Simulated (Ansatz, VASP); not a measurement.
**KCl: VASP beside Ansatz**

```
K Cl
1.0
     0.06312    3.18766    3.18766
     3.18766    0.06312    3.18766
     3.18766    3.18766    0.06312
K Cl
1 1
Direct
  0.00000 0.00000 0.00000
  0.50000 0.50000 0.50000
```

Change from the starting cell: equal xy, yz and zx shear strains of +2 %.

Alike in both runs: task single point; functional PBEsol; k mesh 7 × 7 × 7; occupations fermi-dirac, width 0.03 eV; no spin polarisation.

|  | VASP | Ansatz |
| --- | --- | --- |
| version | VASP 6.6.1 | Ansatz 0.2.0 |
| potentials or method | VASP PAW PBE potentials, release 64 (K_sv, Cl), cutoff 520 eV | all-electron LAPW, scalar-relativistic |

|  | VASP | Ansatz | Ansatz less VASP |
| --- | --- | --- | --- |
| gap on the k mesh at the Fermi level (eV) | 4.97 | 4.97 | +0.004 |
| pressure (GPa) | -0.5 | -0.6 | -0.04 |
| traceless stress, the component that is largest in VASP (GPa) | -0.14 | -0.14 | -0.001 |

VASP's potentials were made for PBE, not for PBEsol. Ansatz ran all-electron here, and VASP with PAW potentials.
